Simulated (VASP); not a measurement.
Here is a VASP 6.6.1 calculation.

INCAR

```
SYSTEM = Al18O
PREC     = Accurate       ! precision mode
ENCUT    = 520            ! plane-wave cutoff, eV
EDIFF    = 1E-7           ! SCF threshold, eV
ISMEAR   = 0              ! smearing method
SIGMA    = 0.05           ! smearing width, eV
LREAL    = Auto         
LASPH    = .TRUE.         ! aspherical terms in the spheres
NELM     = 100            ! most SCF steps
ALGO     = Normal         ! electronic algorithm
ISIF     = 2              ! what is computed and relaxed
LWAVE    = .FALSE.        ! write WAVECAR
LCHARG   = .FALSE.        ! write CHGCAR
GGA      = PE             ! functional
NBANDS   = 45             ! bands
```

KPOINTS

```
Automatic mesh
0
G
  2 4 1
  0 0 0
```

POSCAR

```
Al18O
1.0
   12.1500000000      0.0000000000      0.0000000000
    0.0000000000      5.7275650000      0.0000000000
    0.0000000000      0.0000000000     14.8637820000
Al O
18 1
Direct
    0.0000000000      0.0000000000      0.0672776000
    0.3333333000      0.0000000000      0.0672776000
    0.6666667000      0.0000000000      0.0672776000
    0.0000000000      0.5000000000      0.0672776000
    0.3333333000      0.5000000000      0.0672776000
    0.6666667000      0.5000000000      0.0672776000
    0.1660739400      0.2501127811      0.1585136674
    0.4963351846      0.2506277823      0.1819662245
    0.8350652392      0.2504661663      0.1685797254
    0.1655019721      0.7499853324      0.1560836654
    0.4991161359      0.7508588085      0.1587914814
    0.8326211447      0.7501576861      0.1609214654
    0.0035767001     -0.0006923701      0.2600598528
    0.3267298200     -0.0234362302      0.2577097957
    0.6699432807     -0.0023649030      0.2612508789
    0.0036901640      0.5014854125      0.2600668292
    0.3271919528      0.5259014262      0.2577986099
    0.6696993237      0.5038161324      0.2613093589
    0.3970287223      0.2509325904      0.2845285659
```

Potentials or basis: VASP PAW PBE potentials, release 64 (Al, O).

Launch:

```sh
$ cat potpaw_PBE.64/Al/POTCAR potpaw_PBE.64/O/POTCAR > POTCAR
$ mpirun -np 1 vasp_std > vasp.out
```

(1) What does it give for the largest force?

(2) Estimate the band gap on the k mesh.

Answers

(1) 0.206 eV/Å.

(2) zero (bands 30 and 31 overlap by 1.05 eV).

Caveat: there is no dipole correction, which matters where the two faces differ.
